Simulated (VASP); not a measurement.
Runs of VASP 6.6.1 on TiO2. The structure is that of space group I4_1/amd (No. 141), or close to it. The cells are those of the table. 

```tsv
level	potentials or basis	U	cell	gap on the mesh (eV)	pressure (GPa)	largest force (eV/Å)
LDA	VASP PAW LDA potentials, release 64 (Ti_sv, O)	-	a = 3.878, b = 3.878, c = 5.544 Å, angles 109.9, 109.9, 90.0°, 6 atoms	(b)	-18.5	0.52
PBEsol	VASP PAW PBE potentials, release 64 (Ti_sv, O)	-	a = 3.770, b = 3.770, c = 5.469 Å, angles 110.1, 110.1, 90.0°, 6 atoms	2.12	0.7	0.02
PBE+U	VASP PAW PBE potentials, release 64 (Ti_sv, O)	Ti d U = 3.0 eV	a = 3.827, b = 3.827, c = 5.472 Å, angles 109.9, 109.9, 90.0°, 6 atoms	2.46	4.0	0.21
LDA	VASP PAW LDA potentials, release 64 (Ti_sv, O)	-	a = 3.853, b = 3.853, c = 5.508 Å, angles 109.9, 109.9, 90.0°, 6 atoms	(a)	-15.4	(c)
PBEsol	VASP PAW PBE potentials, release 64 (Ti_sv, O)	-	a = 3.827, b = 3.827, c = 5.472 Å, angles 109.9, 109.9, 90.0°, 6 atoms	2.01	-6.9	0.21
```

Alike in all rows: task single point; no spin polarisation; k mesh 8 × 8 × 6; cutoff (eV) 520; smearing fermi-dirac 0.05 eV.

**Question.** Estimate the missing entries.

**Answer.** (a) 1.91; (b) 1.87; (c) 0.42.

Caveats: the PAW data sets were made with another functional, which shifts forces and pressure a little (some runs).

A k mesh can miss the band edges.
